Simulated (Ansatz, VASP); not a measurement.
**Two plane-wave programs on Ge**

```
Ge
1.0
     3.04870    0.00000    0.00000
    -1.52435    2.64025    0.00000
     0.00000    0.00000    4.71505
Ge
2
Direct
  0.33333 0.66667 0.25000
  0.66667 0.33333 0.75000
```

Alike in both runs: task single point; functional BLYP; k mesh 13 × 13 × 7; occupations fermi-dirac, width 0.1 eV; no spin polarisation.

```csv
,VASP,Ansatz
version,VASP 6.6.1,Ansatz 0.2.0
potentials or method,"VASP PAW PBE potentials, release 64 (Ge_d), cutoff 520 eV","plane waves (420 eV) with PAW, scalar-relativistic"
valence electrons in the cell,28,28
```

VASP gave:

- pressure (GPa): 8.1
- traceless stress, the component that is largest in VASP (GPa): 0.84

Q: Which values does Ansatz return?

A: Pressure (GPa): 8.0; traceless stress, the component that is largest in VASP (GPa): 0.84.

VASP's potentials were made for PBE, not for BLYP.
